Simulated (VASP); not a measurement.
**SnO: single point with PBE+D3(BJ)**

SnO:

```
Sn O
1.0
     3.83668    0.00000    0.00000
     0.00000    3.83668    0.00000
     0.00000    0.00000    4.76036
Sn O
2 2
Direct
  0.50000 0.00000 0.24340
  0.00000 0.50000 0.75660
  0.00000 0.00000 0.00000
  0.50000 0.50000 0.00000
```

```yaml
Program: VASP 6.6.1
Task: single point
Functional: PBE
Dispersion: D3(BJ)
Potentials_or_basis: VASP PAW PBE potentials, release 64 (Sn_d, O)
Cutoff: 520 eV
k_mesh: 10 × 10 × 8
Occupations: gaussian, width 0.05 eV
Spin: no spin polarisation
```

```json
{
  "Pressure": "0.2 GPa",
  "Largest force": "0.079 eV/Å",
  "Dispersion energy per atom": "-0.235 eV"
}
```

Forces in eV/Å, atoms in the order of the input:
```
Sn   0.000  0.000  0.079
Sn   0.000  0.000 -0.079
O    0.000  0.000  0.000
O    0.000  0.000  0.000
```

Levels at points of the mesh, in eV from the Fermi level:
| k point | band 16 | band 17 | band 18 | band 19 | band 20 | band 21 | band 22 | band 23 | band 24 | band 25 |
| --- | --- | --- | --- | --- | --- | --- | --- | --- | --- | --- |
| (0.00, 0.00, 0.00) | -6.12 | -3.37 | -3.08 | -3.08 | -0.03 | 2.13 | 4.51 | 4.51 | 4.65 | 5.83 |
| (0.50, 0.00, 0.00) | -4.85 | -4.72 | -4.72 | -2.70 | -2.70 | 3.26 | 3.26 | 5.78 | 5.78 | 6.10 |
| (0.50, 0.50, 0.00) | -4.96 | -2.43 | -2.43 | -1.88 | -1.88 | -0.03 | -0.03 | 4.52 | 4.52 | 7.42 |
| (0.00, 0.00, 0.50) | -3.45 | -3.10 | -3.10 | -3.03 | -2.11 | 1.69 | 2.80 | 2.80 | 3.54 | 8.09 |
| (0.50, 0.00, 0.50) | -5.36 | -4.67 | -4.67 | -1.70 | -1.70 | 2.67 | 2.67 | 5.25 | 5.25 | 6.72 |
| (0.50, 0.50, 0.50) | -5.49 | -2.76 | -2.76 | -2.43 | -2.43 | 2.31 | 2.31 | 4.20 | 4.20 | 5.58 |

Run time: 4.5 min on 1 thread of Intel Xeon 8259CL (shared host), peak memory 0.3 GiB.

Caveat: spin-orbit coupling is left out, which moves the levels of the heavy elements.
